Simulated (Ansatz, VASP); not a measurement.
**NaBe: VASP beside Ansatz**

```
Na Be
1.0
     0.00000    3.24427    3.24427
     3.24427    0.00000    3.24427
     3.24427    3.24427    0.00000
Na Be
2 2
Direct
  0.50000 0.50000 0.50000
  0.75000 0.75000 0.75000
  0.00000 0.00000 0.00000
  0.25000 0.25000 0.25000
```

Alike in both runs: functional PBE; k mesh 6 × 6 × 6; occupations gaussian, width 0.1 eV; no spin polarisation.

Ansatz relaxed the structure, and its values are those at the end. VASP's run is a single point on that final structure, the one shown.

|  | VASP | Ansatz |
| --- | --- | --- |
| version | VASP 6.6.1 | Ansatz 0.2.0 |
| potentials or method | VASP PAW PBE potentials, release 64 (Na_pv, Be), cutoff 520 eV | scalar-relativistic, plane waves, PAW |
| valence electrons in the cell | 18 | 22 |

```csv
,VASP,Ansatz,Ansatz less VASP
gap on the k mesh at the Fermi level (eV),none,none,-
pressure (GPa),0.2,0.1,-0.04
```

A gap of «none» marks a metal or a gap that the smearing closes. With one functional, cell and mesh, what is left measures potentials, basis and numerics. VASP's potentials hold 18 valence electrons a cell and Ansatz's 22, so a difference there can come from the potentials and not from the codes.
